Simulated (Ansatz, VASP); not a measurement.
One calculation of TaO5, two programs

```
CELL_PARAMETERS angstrom
3.51843 0.00000 0.00000
-1.75921 3.04705 0.00000
0.00000 0.00000 8.67711
ATOMIC_POSITIONS crystal
Ta 0.00000 0.00000 0.00000
O 0.00000 0.00000 0.20914
O 0.00000 0.00000 0.79086
O 0.49995 0.00000 0.50000
O 0.00000 0.49995 0.50000
O 0.50005 0.50005 0.50000
```

Alike in both runs: functional PBE; k mesh 6 × 6 × 4; occupations gaussian, width 0.1 eV; no spin polarisation.

Ansatz relaxed the structure, and its values are those at the end. VASP's run is a single point on that final structure, the one shown.

|  | VASP | Ansatz |
| --- | --- | --- |
| version | VASP 6.6.1 | Ansatz 0.2.0 |
| potentials or method | VASP PAW PBE potentials, release 64 (Ta_sv_GW, O), cutoff 600 eV | scalar-relativistic, plane waves, PAW |
| valence electrons in the cell | 43 | 43 |

```tsv
	VASP	Ansatz	Ansatz less VASP
gap on the k mesh at the Fermi level (eV)	none	none	-
pressure (GPa)	0.1	0.1	+0.01
rms of the force components (eV/Å)	0.045	0.001	-0.0447
```

A gap of «none» marks a metal or a gap that the smearing closes.

Spin-orbit coupling is off throughout.
